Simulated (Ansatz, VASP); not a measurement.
# One calculation of Sc, two programs

```
Sc
1.0
     5.26284    0.00000    0.00000
    -2.63142    4.55775    0.00000
     0.00000    0.00000    5.67684
Sc
4
Direct
  0.33333 0.66667 0.50000
  0.66667 0.33333 0.00000
  0.66667 0.33333 0.50000
  0.33333 0.66667 0.00000
```

Alike in both runs: functional PBE; k mesh 9 × 9 × 8; occupations gaussian, width 0.1 eV; no spin polarisation.

Ansatz relaxed the structure, and its values are those at the end. VASP's run is a single point on that final structure, the one shown.

|  | VASP | Ansatz |
| --- | --- | --- |
| version | VASP 6.6.1 | Ansatz 0.2.0 |
| potentials or method | VASP PAW PBE potentials, release 64 (Sc_sv), cutoff 520 eV | scalar-relativistic, plane waves, PAW |
| valence electrons in the cell | 44 | 44 |

```csv
,VASP,Ansatz,Ansatz less VASP
gap on the k mesh at the Fermi level (eV),none,none,-
pressure (GPa),0.0,0.0,-0.01
```

A gap of «none» marks a metal or a gap that the smearing closes. Ansatz's warnings: structure snapped to symmetry.
